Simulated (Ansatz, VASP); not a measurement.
Given: the input of a run of VASP 6.6.1 on MnO.

INCAR

```
  ALGO = Normal
  EDIFF = 1E-6
  ENCUT = 520
  GGA = PE
  ISIF = 2
  ISMEAR = 0
  ISPIN = 2
  LASPH = True
  LCHARG = False
  LMAXMIX = 4
  LORBIT = 11
  LREAL = False
  LWAVE = False
  MAGMOM = 4 0
  NBANDS = 20
  NELM = 150
  PREC = Accurate
  SIGMA = 0.014
```

KPOINTS

```
k-points
0
Gamma
  10 10 10
```

Contents of POSCAR:

```
MnO
1.0
    0.0000000000      2.2239077028      2.2239077028
    2.2239077028      0.0000000000      2.2239077028
    2.2239077028      2.2239077028      0.0000000000
Mn O
1 1
Direct
    0.0000000000      0.0000000000      0.0000000000
    0.5000000000      0.5000000000      0.5000000000
```

Potentials or basis: VASP PAW PBE potentials, release 64 (Mn_pv, O).

Run with:

```console
$ cat potpaw_PBE.64/Mn_pv/POTCAR potpaw_PBE.64/O/POTCAR > POTCAR
$ mpirun -np 1 vasp_std > vasp.out
```

Question: Set up the same calculation for Ansatz 0.2.0. Potentials there: all-electron LAPW, scalar-relativistic.

Answer: As run (the cutoff follows the program's own potentials):

File input.yaml:

```yaml
crystal:
  lattice:
    - [0.0, 2.2239077028, 2.2239077028]
    - [2.2239077028, 0.0, 2.2239077028]
    - [2.2239077028, 2.2239077028, 0.0]
  atoms:
    - { symbol: Mn, position: [0.0, 0.0, 0.0], spin: 4.0 }
    - { symbol: O, position: [0.5, 0.5, 0.5] }
kpoints:
  mp_grid: { grid: [10, 10, 10] }
scf:
  occupations: { method: gaussian, width: 0.014 }
hamiltonian:
  xc: pbe
  pseudopotentials: { kind: all_electron, lapw: { basis_error: 0.001 } }
magnetization:
  spin_polarized: true
output:
  forces: true
  stress: true
  eigenvalues: true
```

Potentials or basis: all-electron LAPW, scalar-relativistic.

Command:

```console
$ ansatz run input.yaml --threads 2 --pin off --max-ram 6144MiB --backend cpu --events-out ev --progress --plain --runs-dir out
```

Both were run:

|  | VASP | Ansatz | Ansatz less VASP |
| --- | --- | --- | --- |
| gap on the k mesh at the Fermi level (eV) | none | none | - |
| pressure (GPa) | 0.4 | 0.2 | -0.14 |
| net moment per atom (μB) | 2.40 | 2.40 | 0.000 |
| size of the moment on the site where the two differ most (μB) | 0.21 | 0.24 | +0.031 |

Site moments also hang on the region over which each program counts them. A gap of «none» marks a metal or a gap that the smearing closes. Ansatz ran all-electron here, and VASP with PAW potentials.
